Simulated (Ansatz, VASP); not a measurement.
# TiRh3 in VASP and in Ansatz

The input INCAR:

```
SYSTEM = TiRh3
PREC = Accurate
ENCUT = 520
EDIFF = 1E-8
ISMEAR = -1
SIGMA = 0.03
LREAL = .False.
LASPH = .True.
NELM = 60
ALGO = Normal
ISIF = 2
LWAVE = .False.
LCHARG = .False.
GGA = CA
LEFG = .True.
NBANDS = 36
```

KPOINTS

```
Automatic mesh
0
Gamma
  10 10 10
  0 0 0
```

The input POSCAR:

```
TiRh3
1.0
    3.8722952414      0.0000000000      0.0000000000
    0.0000000000      3.8722952414      0.0000000000
    0.0000000000      0.0000000000      3.8722952414
Ti Rh
1 3
Direct
    0.0000000000      0.0000000000      0.0000000000
    0.0000000000      0.5000000000      0.5000000000
    0.5000000000      0.0000000000      0.5000000000
    0.5000000000      0.5000000000      0.0000000000
```

Input for Ansatz:

```yaml
crystal:
  lattice:
    - [3.8722952414, 0.0, 0.0]
    - [0.0, 3.8722952414, 0.0]
    - [0.0, 0.0, 3.8722952414]
  atoms:
    - { symbol: Ti, position: [0.0, 0.0, 0.0] }
    - { symbol: Rh, position: [0.0, 0.5, 0.5] }
    - { symbol: Rh, position: [0.5, 0.0, 0.5] }
    - { symbol: Rh, position: [0.5, 0.5, 0.0] }
kpoints:
  mp_grid: { grid: [10, 10, 10] }
scf:
  occupations: { method: fermi_dirac, width: 0.03 }
hamiltonian:
  xc: lda
  pseudopotentials: { kind: paw }
output:
  forces: true
  stress: true
  eigenvalues: true
  efg: { contact_densities: true }
```

Change from the starting cell: volume scaled by 1.04, PAW files.

Alike in both runs: task electric field gradients; functional LDA; k mesh 10 × 10 × 10; occupations fermi-dirac, width 0.03 eV; no spin polarisation.

```csv
,VASP,Ansatz
version,VASP 6.6.1,Ansatz 0.2.0
potentials or method,"VASP PAW LDA potentials, release 64 (Ti_sv, Rh_pv)","PAW with Ansatz's default frozen-core files, scalar-relativistic"
plane-wave cutoff (eV),520,420
valence electrons in the cell,57,63
```

Ansatz gave:

* pressure (GPa): -18.4
* size of Vzz on the site where it differs most (V/Å²): 24.2

Q: What did VASP give for the same quantities?

A: Pressure (GPa): -17.8; size of Vzz on the site where it differs most (V/Å²): 28.8.

LDA's correlation is that of Perdew and Zunger in VASP and of Perdew and Wang (1992) in Ansatz. VASP's potentials hold 57 valence electrons a cell and Ansatz's 63, so a difference there can come from the potentials and not from the codes.
